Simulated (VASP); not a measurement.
# SnW: relaxation of cell and atoms with PBE

The system is SnW.

```xyz
4
Lattice="3.2339 0.0000 0.0000 0.0000 3.2339 0.0000 0.0000 0.0000 8.3270" Properties=species:S:1:pos:R:3 pbc="T T T"
Sn    1.6170    0.0000    5.7165
Sn    0.0000    1.6170    2.6105
W     1.6170    0.0000    0.6669
W     0.0000    1.6170    7.6600
```

```
Program                : VASP 6.6.1
Task                   : relaxation of cell and atoms
Functional             : PBE
Potentials or basis    : VASP PAW PBE potentials, release 64 (Sn_d, W_sv)
Cutoff                 : 600 eV
k mesh                 : 14 × 14 × 6
Occupations            : gaussian, width 0.1 eV
Spin                   : no spin polarisation
Dipole correction      : no
Further INCAR settings : ALGO = Fast; EDIFF = 1e-06; IBRION = 2; EDIFFG = -0.01; NSW = 100; ISIF = 3
```

- Relaxed volume: 21.79 Å³/atom
- Relaxed cell: a = 3.247 Å, b = 3.247 Å, c = 8.267 Å, α = 90.00°, β = 90.00°, γ = 90.00°
- Space group after relaxing (to 0.05 Å): P4/nmm (No. 129)
- Energy gained by relaxing: 0.6 meV/atom
- Ionic steps: 11
- Pressure after relaxing: 0.0 GPa
- Largest force after relaxing: 0.008 eV/Å
- Band gap on the k mesh: zero (band 28 reaches 9.34 eV, above the bottom of band 29 at 8.57 eV)

Forces on the atoms (eV/Å):
```
Sn   0.000  0.000 -0.008
Sn   0.000  0.000  0.008
W    0.000  0.000 -0.007
W    0.000  0.000  0.007
```

The path:
```csv
step,energy change (eV),largest force (eV/Å),pressure (GPa),volume (Å³)
1,0.0000,0.0218,0.53,87.08
2,-0.0001,0.0964,-1.02,87.99
3,-0.0015,0.0389,-0.26,87.54
4,-0.0022,0.0490,-0.01,87.38
5,-0.0022,0.0426,-0.02,87.39
6,-0.0024,0.0139,-0.05,87.35
7,-0.0024,0.0173,-0.06,87.33
8,-0.0024,0.0224,0.08,87.20
9,-0.0024,0.0245,0.04,87.23
10,-0.0024,0.0153,0.00,87.21
11,-0.0025,0.0079,0.02,87.15
```

Final structure:
```
Sn W
1.0
     3.24689    0.00000    0.00000
     0.00000    3.24689    0.00000
     0.00000    0.00000    8.26676
Sn W
2 2
Direct
  0.50000 0.00000 0.68604
  0.00000 0.50000 0.31396
  0.50000 0.00000 0.08043
  0.00000 0.50000 0.91957
```

Levels at points of the mesh, in eV from the Fermi level:
| k point | band 26 | band 27 | band 28 | band 29 | band 30 | band 31 |
| --- | --- | --- | --- | --- | --- | --- |
| (0.00, 0.00, 0.00) | -0.36 | -0.36 | 0.50 | 0.80 | 0.80 | 1.75 |
| (0.50, 0.00, 0.00) | -1.94 | -1.79 | -1.79 | 1.49 | 1.49 | 3.19 |
| (0.50, 0.50, 0.00) | -1.78 | -1.18 | -1.18 | 0.74 | 0.74 | 3.00 |
| (0.00, 0.00, 0.50) | -0.34 | -0.34 | 0.50 | 0.73 | 0.73 | 1.84 |
| (0.50, 0.00, 0.50) | -1.94 | -0.52 | -0.52 | 1.09 | 1.09 | 2.73 |
| (0.50, 0.50, 0.50) | -2.02 | -0.83 | -0.83 | 1.16 | 1.16 | 1.81 |

Wall time 51 min on 1 thread of Intel(R) Xeon(R) Platinum 8259CL CPU @ 2.50GHz (Skylake/Cascade Lake), on a shared host, peak memory 0.57 GiB.

Caveat: spin-orbit coupling is left out, which moves the levels of the heavy elements.
